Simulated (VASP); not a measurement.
Wanted: the native input for a VASP 6.6.1 run.

```yaml
Task: single point
Functional: PBEsol
Potentials_or_basis: VASP PAW PBE potentials, release 64 (Co, O)
Cutoff: 520 eV
k_mesh: 12 × 12 × 12
Occupations: gaussian, width 0.1 eV
Spin: collinear spin, ferromagnetic start
Starting_moments: "[2.0, 0.0] μB"
Dipole_correction: no
Further_INCAR_settings: ALGO = Normal; EDIFF = 1e-06; NBANDS = 18
```

The structure of CoO lies in POSCAR:

```
CoO
1.0
   -1.5080000000      1.5080000000      2.1072475377
    1.5080000000     -1.5080000000      2.1072475377
    1.5080000000      1.5080000000     -2.1072475377
Co O
1 1
Direct
    0.0000000000      0.0000000000      0.0000000000
    0.5000000000      0.5000000000      0.0000000000
```

One way to write it, as run:

INCAR

```
SYSTEM = CoO
  PREC = Accurate
  ENCUT = 520
  EDIFF = 1E-6
  ISMEAR = 0
  SIGMA = 0.1
  LREAL = .FALSE.
  LASPH = .TRUE.
  NELM = 150
  ALGO = Normal
  ISIF = 2
  LWAVE = .FALSE.
  LCHARG = .FALSE.
  ISPIN = 2
  MAGMOM = 2 0
  LORBIT = 11
  LMAXMIX = 4
  GGA = PS
  NBANDS = 18
```

KPOINTS

```
regular mesh
0
G
  12 12 12
  0 0 0
```

Potentials or basis: VASP PAW PBE potentials, release 64 (Co, O).

Run with:

```sh
$ cat potpaw_PBE.64/Co/POTCAR potpaw_PBE.64/O/POTCAR > POTCAR
$ mpirun -np 1 vasp_std > vasp.out
```

It gave:

The pressure is -9.8 GPa and the net moment is 2.93 μB per cell. The site moments are Co +2.56; O +0.32 μB and the valence electrons inside the program's atomic spheres are Co 7.82; O 4.95.

Caveat: the PAW data sets were made with another functional, which shifts forces and pressure a little; a cell with one magnetic atom can't hold antiferromagnetic order, which such compounds often take.

Wall time 2.3 min on 1 thread of Intel Xeon 8259CL, on a shared host, peak memory 0.22 GiB.
